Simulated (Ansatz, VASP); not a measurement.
# BaO in VASP and in Ansatz

File INCAR:

```
SYSTEM = BaO
PREC     = Accurate       ! precision mode
ENCUT    = 600            ! plane-wave cutoff, eV
EDIFF    = 1E-6           ! SCF threshold, eV
ISMEAR   = 0              ! smearing method
SIGMA    = 0.02           ! smearing width, eV
LREAL    = .FALSE.        ! projectors in reciprocal space
LASPH    = .TRUE.         ! aspherical terms in the spheres
NELM     = 120            ! most SCF steps
ALGO     = Normal         ! electronic algorithm
ISIF     = 2              ! what is computed and relaxed
LWAVE    = .FALSE.        ! write WAVECAR
LCHARG   = .TRUE.         ! write CHGCAR
GGA      = PE             ! functional
LELF     = .TRUE.         ! ELF
LVHAR    = .TRUE.       
NBANDS   = 15             ! bands
GGA_COMPAT= .FALSE.
```

File KPOINTS:

```
regular mesh
0
G
  8 8 8
  0 0 0
```

Contents of POSCAR:

```
BaO
1.0
    0.0000000000      2.7223075000      2.7223075000
    2.7223075000      0.0000000000      2.7223075000
    2.7223075000      2.7223075000      0.0000000000
Ba O
1 1
Direct
    0.0000000000      0.0000000000      0.0000000000
    0.5000000000      0.5000000000      0.5000000000
```

Input for Ansatz:

```yaml
crystal:
  lattice:
    - [0.0, 2.7223075, 2.7223075]
    - [2.7223075, 0.0, 2.7223075]
    - [2.7223075, 2.7223075, 0.0]
  atoms:
    - { symbol: Ba, position: [0.0, 0.0, 0.0] }
    - { symbol: O, position: [0.5, 0.5, 0.5] }
basis:
  ecutwfc: 420
kpoints:
  mp_grid: { grid: [8, 8, 8] }
hamiltonian:
  xc: pbe
scf:
  occupations: { method: gaussian, width: 0.02 }
output:
  forces: true
  stress: true
  eigenvalues: true
```

Alike in both runs: task single point; functional PBE; k mesh 8 × 8 × 8; occupations gaussian, width 0.02 eV; no spin polarisation.

```csv
,VASP,Ansatz
version,VASP 6.6.1,Ansatz 0.2.0
potentials or method,"VASP PAW PBE potentials, release 64 (Ba_sv, O), cutoff 600 eV","scalar-relativistic, plane waves, PAW"
valence electrons in the cell,16,16
```

```csv
,VASP,Ansatz,Ansatz less VASP
gap on the k mesh at the Fermi level (eV),1.78,1.86,+0.073
least direct gap on the mesh (eV),1.78,1.86,+0.073
pressure (GPa),7.7,5.7,-2.02
```

With one functional, cell and mesh, what is left measures potentials, basis and numerics.

Neither program's run includes spin-orbit coupling.
